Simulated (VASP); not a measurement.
# RbBr in VASP: a series of runs

The runs below take RbBr through single point, with PBEsol.

All numbers are computed with VASP 6.6.1; they aren't measurements. Logs are shortened: lines on timing, memory, paths and dates and some standing lists are left out, and cuts for length are marked.

### 1 The cell of the first run

The cell holds a slab with vacuum, 10 atoms: a = 4.844 Å, b = 6.850 Å, c = 24.688 Å, α = 90.00°, β = 90.00°, γ = 90.00°.

### 2 Single point, PBEsol

INCAR

```
SYSTEM = RbBr
  PREC = Accurate
  ENCUT = 520
  EDIFF = 1E-6
  ISMEAR = 0
  SIGMA = 0.05
  LREAL = .False.
  LASPH = .True.
  NELM = 100
  ALGO = Normal
  ISIF = 2
  LWAVE = .False.
  LCHARG = .False.
  LDIPOL = .True.
  IDIPOL = 3
  DIPOL = 0.5 0.5 0.500
  GGA = PS
  NBANDS = 51
```

KPOINTS

```
regular mesh
0
Gamma
  6 4 1
  0 0 0
```

POSCAR

```
RbBr
1.0
    4.8439775483      0.0000000000      0.0000000000
    0.0000000000      6.8504187446      0.0000000000
    0.0000000000      0.0000000000     24.6879550966
Rb Br
5 5
Direct
    0.5000000000      0.5000000000      0.3037918682
    0.0000000000      0.0000000000      0.4018959341
    0.5000000000      0.5000000000      0.5000000000
    0.0000000000      0.0000000000      0.5981040659
    0.5000000000      0.5000000000      0.6962081318
    0.5000000000      0.0000000000      0.3037918682
    0.0000000000      0.5000000000      0.4018959341
    0.5000000000      0.0000000000      0.5000000000
    0.0000000000      0.5000000000      0.5981040659
    0.5000000000      0.0000000000      0.6962081318
```

Potentials or basis: VASP PAW PBE potentials, release 64 (Rb_sv, Br).

Run with:

```sh
$ cat potpaw_PBE.64/Rb_sv/POTCAR potpaw_PBE.64/Br/POTCAR > POTCAR
$ mpirun -np 1 vasp_std > vasp.out
```

OUTCAR:

```text
SYSTEM = RbBr
   PREC = Accurate
   ENCUT = 520
   EDIFF = 1E-6
   ISMEAR = 0
   LREAL = .False.
   LASPH = .True.
   NELM = 100
   ISIF = 2
   GGA = PS

 ion  position               nearest neighbor table
   1  0.500  0.500  0.304-   7 3.43   7 3.43   6 3.43   6 3.43   3 4.84   2 4.84   2 4.84   2 4.84
                             2 4.84
   2  0.000  0.000  0.402-   6 3.43   6 3.43   8 3.43   8 3.43   7 3.43   7 3.43   4 4.84   1 4.84
                             1 4.84   1 4.84   1 4.84   3 4.84   3 4.84   3 4.84   3 4.84
   3  0.500  0.500  0.500-   7 3.43   9 3.43   7 3.43   9 3.43   8 3.43   8 3.43   1 4.84   5 4.84
                             4 4.84   2 4.84   2 4.84   4 4.84   4 4.84   2 4.84   2 4.84   4 4.84
   4  0.000  0.000  0.598-  10 3.43  10 3.43   8 3.43   8 3.43   9 3.43   9 3.43   2 4.84   5 4.84
                             5 4.84   5 4.84   5 4.84   3 4.84   3 4.84   3 4.84   3 4.84
   5  0.500  0.500  0.696-   9 3.43   9 3.43  10 3.43  10 3.43   3 4.84   4 4.84   4 4.84   4 4.84
                             4 4.84
   6  0.500  0.000  0.304-   2 3.43   2 3.43   1 3.43   1 3.43
   7  0.000  0.500  0.402-   1 3.43   1 3.43   3 3.43   3 3.43   2 3.43   2 3.43
   8  0.500  0.000  0.500-   2 3.43   4 3.43   2 3.43   4 3.43   3 3.43   3 3.43
   9  0.000  0.500  0.598-   5 3.43   5 3.43   3 3.43   3 3.43   4 3.43   4 3.43
  10  0.500  0.000  0.696-   4 3.43   4 3.43   5 3.43   5 3.43

  LATTYP: Found a simple orthorhombic cell.
 ALAT       =     4.8439775483
 B/A-ratio  =     1.4142135624
 C/A-ratio  =     5.0966287210

  Lattice vectors:

 A1 = (   4.8439775483,   0.0000000000,   0.0000000000)
 A2 = (   0.0000000000,   6.8504187446,   0.0000000000)
 A3 = (   0.0000000000,   0.0000000000,  24.6879550966)

Analysis of symmetry for initial positions (statically):
=====================================================================
 Subroutine PRICEL returns:
 Original cell was already a primitive cell.

 Routine SETGRP: Setting up the symmetry group for a
 simple orthorhombic supercell.

 Subroutine GETGRP returns: Found  8 space group operations
 (whereof  8 operations were pure point group operations)
 out of a pool of  8 trial point group operations.

The static configuration has the point symmetry D_2h.

Analysis of symmetry for dynamics (positions and initial velocities):
=====================================================================
 Subroutine PRICEL returns:
 Original cell was already a primitive cell.

 Routine SETGRP: Setting up the symmetry group for a
 simple orthorhombic supercell.

 Subroutine GETGRP returns: Found  8 space group operations
 (whereof  8 operations were pure point group operations)
 out of a pool of  8 trial point group operations.

The dynamic configuration has the point symmetry D_2h.

 Subroutine INISYM returns: Found  8 space group operations
 (whereof  8 operations are pure point group operations),
 and found     1 'primitive' translations

----------------------------------------------------------------------------------------

                                     Primitive cell

  volume of cell :     819.2272

  direct lattice vectors                    reciprocal lattice vectors
     4.843977548  0.000000000  0.000000000     0.206441915  0.000000000  0.000000000
     0.000000000  6.850418745  0.000000000     0.000000000  0.145976478  0.000000000
     0.000000000  0.000000000 24.687955097     0.000000000  0.000000000  0.040505582

  length of vectors
     4.843977548  6.850418745 24.687955097     0.206441915  0.145976478  0.040505582

  position of ions in fractional coordinates (direct lattice)
     0.500000000  0.500000000  0.303791868
     0.000000000  0.000000000  0.401895934
     0.500000000  0.500000000  0.500000000
     0.000000000  0.000000000  0.598104066
     0.500000000  0.500000000  0.696208132
     0.500000000  0.000000000  0.303791868
     0.000000000  0.500000000  0.401895934
     0.500000000  0.000000000  0.500000000
     0.000000000  0.500000000  0.598104066
     0.500000000  0.000000000  0.696208132

  ion indices of the primitive-cell ions
   primitive index   ion index
                 1           1
                 2           2
                 3           3
                 4           4
                 5           5
                 6           6
                 7           7
                 8           8
                 9           9
                10          10

----------------------------------------------------------------------------------------

 KPOINTS: regular mesh

Automatic generation of k-mesh.
 Grid dimensions read from file:
 generate k-points for:    6    4    1

 Generating k-lattice:

  Cartesian coordinates                     Fractional coordinates (reciprocal lattice)
     0.034406986  0.000000000  0.000000000     0.166666667  0.000000000  0.000000000
     0.000000000  0.036494119  0.000000000     0.000000000  0.250000000  0.000000000
     0.000000000  0.000000000  0.040505582     0.000000000  0.000000000  1.000000000

  Length of vectors
     0.034406986  0.036494119  0.040505582

  Shift w.r.t. Gamma in fractional coordinates (k-lattice)
     0.000000000  0.000000000  0.000000000

 Subroutine IBZKPT returns following result:
 ===========================================

 Found     12 irreducible k-points:

 Following reciprocal coordinates:
            Coordinates               Weight
  0.000000  0.000000  0.000000      1.000000
  0.166667  0.000000  0.000000      2.000000
  0.333333  0.000000  0.000000      2.000000
  0.500000  0.000000  0.000000      1.000000
  0.000000  0.250000  0.000000      2.000000
  0.166667  0.250000  0.000000      4.000000
  0.333333  0.250000  0.000000      4.000000
  0.500000  0.250000  0.000000      2.000000
  0.000000  0.500000  0.000000      1.000000
  0.166667  0.500000  0.000000      2.000000
  0.333333  0.500000  0.000000      2.000000
  0.500000  0.500000  0.000000      1.000000
   k-points           NKPTS =     12   k-points in BZ     NKDIM =     12   number of bands    NBANDS=     51
   number of dos      NEDOS =    301   number of ions     NIONS =     10
   total plane-waves  NPLWV = 373248
   dimension x,y,z NGX =    36 NGY =   54 NGZ =  192
   dimension x,y,z NGXF=    72 NGYF=  108 NGZF=  384
   ions per type =               5   5
   NGX,Y,Z   is equivalent  to a cutoff of  12.36, 13.10, 12.93 a.u.
   NGXF,Y,Z  is equivalent  to a cutoff of  24.71, 26.21, 25.86 a.u.
 SYSTEM =  RbBr
   PREC   = accura    normal or accurate (medium, high low for compatibility)
   ISTART =      0    job   : 0-new  1-cont  2-samecut
   ICHARG =      2    charge: 1-file 2-atom 10-const
   ISPIN  =      1    spin polarized calculation?
   LNONCOLLINEAR =      F non collinear calculations
   LSORBIT =      F    spin-orbit coupling
   LASPH  =      T    aspherical Exc in radial PAW
   ENCUT  =  520.0 eV  38.22 Ry    6.18 a.u.   9.01 12.74 45.90*2*pi/ulx,y,z
   NELM   =    100;   NELMIN=  2; NELMDL= -5     # of ELM steps
   EDIFF  = 0.1E-05   stopping-criterion for ELM
   LREAL  =      F    real-space projection
   EDIFFG = 0.1E-04   stopping-criterion for IOM
   NSW    =      0    number of steps for IOM
   IBRION =     -1    ionic relax: 0-MD 1-quasi-New 2-CG
   NFREE  =      0    steps in history (QN), initial steepest desc. (CG)
   ISIF   =      2    stress and relaxation
   ISYM   =      2    0-nonsym 1-usesym 2-fastsym
   POTIM  = 0.5000    time-step for ionic-motion
   TEBEG  =    0.0;   TEEND  =   0.0 temperature during run
   PSTRESS=    0.0 pullay stress
   NELECT =      80.0000    total number of electrons
   NUPDOWN=      -1.0000    fix difference up-down
   EMIN   =  10.00;   EMAX   =-10.00  energy-range for DOS
   EFERMI =   0.00;   METHOD = LEGACY
   ISMEAR =     0;   SIGMA  =   0.05  broadening in eV -4-tet -1-fermi 0-gaus
   EFERMI_NEDOS =   21; number of points for ismear=-14 and -15
   IALGO  =     38    algorithm
   IMIX   =      4    mixing-type and parameters
     AMIX     =   0.40;   BMIX     =  1.00
     AMIX_MAG =   1.60;   BMIX_MAG =  1.00
  volume/ion in A,a.u.               =      81.92       552.84
  Fermi-wavevector in a.u.,A,eV,Ry     =   0.753882  1.424630  7.732709  0.568338
  Thomas-Fermi vector in A             =   1.851423
   LORBIT       =      0    0 simple, 1 ext, 2 COOP (PROOUT), +10 PAW based schemes
   GGA     = PS    functional components
   LHFCALC =     F    Hartree Fock is set to
   AEXX    =    0.0000 exact exchange contribution
   IVDW    =     0    specifies the selected vdW correction
   LEPSILON=     F    determine dielectric tensor
   LRPA    =     F    only Hartree local field effects (RPA)
 non-spin polarized calculation
 Gauss-broadening in eV      SIGMA  =   0.05
  energy-cutoff  :      520.00
  volume of cell :      819.23
 maximum number of plane-waves:     22164
   NGX = 19   NGY = 25   NGZ = 91

 dipolmoment           0.000000      0.000000     -0.000000 electrons x Angstroem

 number of electron      79.9999990 magnetization

 dipolmoment           0.000000      0.000000      0.000000 electrons x Angstroem

 Free energy of the ion-electron system (eV)
  ---------------------------------------------------
  ext. energy  EPLUGINS =         0.00000000
  ---------------------------------------------------
  free energy    TOTEN  =       -30.86642327 eV

  energy without entropy =      -30.86642327  energy(sigma->0) =      -30.86642327

 E-fermi :  -3.0983     XC(G=0):  -4.0216

 val. band max:       -3.3625002408   @ k =   0.0000   0.0000   0.0000
 cond. band min:       0.3136779313   @ k =   0.0000   0.0000   0.0000
 fundamental gap:      3.6761781721
 Fermi energy:        -3.0983305367

 k-point     1 :       0.0000    0.0000    0.0000
  band No.  band energies     occupation
      1     -28.9312      2.00000
      2     -28.9312      2.00000
      3     -28.2740      2.00000
      4     -28.0119      2.00000
      5     -28.0102      2.00000
      6     -16.1948      2.00000
[... 43 lines left out ...]
     50       3.1371      0.00000
     51       3.2171      0.00000

 k-point     2 :       0.1667    0.0000    0.0000
  band No.  band energies     occupation
      1     -28.9305      2.00000
      2     -28.9305      2.00000
      3     -28.2732      2.00000
      4     -28.0111      2.00000
      5     -28.0095      2.00000
      6     -16.1848      2.00000
[... 43 lines left out ...]
     50       3.0147      0.00000
     51       3.2068      0.00000

 k-point     3 :       0.3333    0.0000    0.0000
  band No.  band energies     occupation
      1     -28.9292      2.00000
      2     -28.9292      2.00000
      3     -28.2716      2.00000
      4     -28.0095      2.00000
      5     -28.0080      2.00000
      6     -16.1849      2.00000
[... 43 lines left out ...]
     50       2.9699      0.00000
     51       3.0430      0.00000
[... 379 lines left out ...]
 k-point    11 :       0.3333    0.5000    0.0000
  band No.  band energies     occupation
      1     -28.9291      2.00000
      2     -28.9291      2.00000
      3     -28.2714      2.00000
      4     -28.0094      2.00000
      5     -28.0079      2.00000
      6     -16.2093      2.00000
[... 43 lines left out ...]
     50       3.2116      0.00000
     51       3.2700      0.00000

 k-point    12 :       0.5000    0.5000    0.0000
  band No.  band energies     occupation
      1     -28.9285      2.00000
      2     -28.9285      2.00000
      3     -28.2706      2.00000
      4     -28.0086      2.00000
      5     -28.0071      2.00000
      6     -16.2127      2.00000
[... 43 lines left out ...]
     50       3.3448      0.00000
     51       3.6124      0.00000

------------------------ aborting loop because EDIFF is reached ----------------------------------------

 vacuum level on the upper side and lower side of the slab       (xc-potential included)        -0.041        -0.041

  FORCE on cell =-STRESS in cart. coord.  units (eV):
  Direction    XX          YY          ZZ          XY          YZ          ZX
  --------------------------------------------------------------------------------------
  -------------------------------------------------------------------------------------
  Total        0.2838880     -2.5112703     -0.8844091      0.0000000      0.0000000      0.0000000
  in kB        0.5552048     -4.9113365     -1.7296547      0.0000000      0.0000000      0.0000000
  external PRESSURE =      -2.0285955 kB  Pullay stress =       0.0000000 kB

 VOLUME and BASIS-vectors are now :
 -----------------------------------------------------------------------------
  energy-cutoff  :      520.00
  volume of cell :      819.23
      direct lattice vectors                 reciprocal lattice vectors
     4.843977548  0.000000000  0.000000000     0.206441915  0.000000000  0.000000000
     0.000000000  6.850418745  0.000000000     0.000000000  0.145976478  0.000000000
     0.000000000  0.000000000 24.687955097     0.000000000  0.000000000  0.040505582

 POSITION                                       TOTAL-FORCE (eV/Angst)
 -----------------------------------------------------------------------------------
      2.42199      3.42521      7.50000        -0.000000      0.000000      0.162072
      0.00000      0.00000      9.92199        -0.000000      0.000000     -0.118093
      2.42199      3.42521     12.34398        -0.000000      0.000000     -0.000000
      0.00000      0.00000     14.76597         0.000000      0.000000      0.118093
      2.42199      3.42521     17.18796        -0.000000      0.000000     -0.162072
      2.42199      0.00000      7.50000        -0.000000      0.000000      0.050420
      0.00000      3.42521      9.92199        -0.000000      0.000000     -0.127177
      2.42199      0.00000     12.34398        -0.000000      0.000000     -0.000000
      0.00000      3.42521     14.76597        -0.000000     -0.000000      0.127177
      2.42199      0.00000     17.18796        -0.000000      0.000000     -0.050420
 -----------------------------------------------------------------------------------
    total drift:                                0.000000      0.000000      0.000000

  FREE ENERGIE OF THE ION-ELECTRON SYSTEM (eV)
  ---------------------------------------------------
  free  energy   TOTEN  =       -30.8664232680 eV

  energy  without entropy=      -30.8664232680  energy(sigma->0) =      -30.86642327

 vacuum level on the upper side and lower side of the slab         1.915         1.915
```

Run time: 21 min. Hardware: 1 thread of AMD EPYC 7R43 (Zen 3), shared host; peak memory 0.89 GiB.

What came out:

```yaml
Free_energy: -30.8664 eV
Largest_force: 0.162 eV/Å
Band_gap_on_the_k_mesh: 3.68 eV, direct
```

Forces in eV/Å, atoms in the order of the input:
```
Rb   0.000  0.000  0.162
Rb   0.000  0.000 -0.118
Rb   0.000  0.000  0.000
Rb   0.000  0.000  0.118
Rb   0.000  0.000 -0.162
Br   0.000  0.000  0.050
Br   0.000  0.000 -0.127
Br   0.000  0.000  0.000
Br   0.000  0.000  0.127
Br   0.000  0.000 -0.050
```

Levels at points of the mesh, in eV from the valence-band top:
```tsv
k point	band 38	band 39	band 40	band 41	band 42	band 43
(0.00, 0.00, 0.00)	-0.19	-0.02	0.00	3.68	4.02	4.80
(0.50, 0.00, 0.00)	-0.27	-0.20	-0.20	5.22	5.25	5.65
(0.00, 0.50, 0.00)	-0.21	-0.04	-0.03	4.49	4.64	5.29
(0.50, 0.50, 0.00)	-0.39	-0.24	-0.24	5.70	5.71	6.26
```

Caveat: the PAW data sets were made with another functional, which shifts forces and pressure a little.

[end of part 1 of 2]
